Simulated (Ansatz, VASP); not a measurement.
**Te: VASP beside Ansatz**

```
Te
1.0
     2.59434   -4.86062    0.00000
     2.59434    4.86062    0.00000
     0.00000    0.00000    5.72217
Te
4
Direct
  0.13770 0.86230 0.07587
  0.63770 0.36230 0.42413
  0.86230 0.13770 0.92413
  0.36230 0.63770 0.57587
```

Alike in both runs: functional PBE; k mesh 4 × 4 × 4; occupations gaussian, width 0.1 eV; no spin polarisation.

Ansatz relaxed the structure, and its values are those at the end. VASP's run is a single point on that final structure, the one shown.

|  | VASP | Ansatz |
| --- | --- | --- |
| version | VASP 6.6.1 | Ansatz 0.2.0 |
| potentials or method | VASP PAW PBE potentials, release 64 (Te), cutoff 500 eV | scalar-relativistic, plane waves, PAW |
| valence electrons in the cell | 24 | 64 |

Ansatz gave:

* gap on the k mesh at the Fermi level (eV): none
* pressure (GPa): -0.2
* rms of the force components (eV/Å): 0.025

Problem. What did VASP give for the same quantities?

Solution. gap on the k mesh at the Fermi level (eV): none; pressure (GPa): -0.2; rms of the force components (eV/Å): 0.027.

A gap of «none» marks a metal or a gap that the smearing closes. VASP's potentials hold 24 valence electrons a cell and Ansatz's 64, so a difference there can come from the potentials and not from the codes.

Spin-orbit coupling is off throughout.
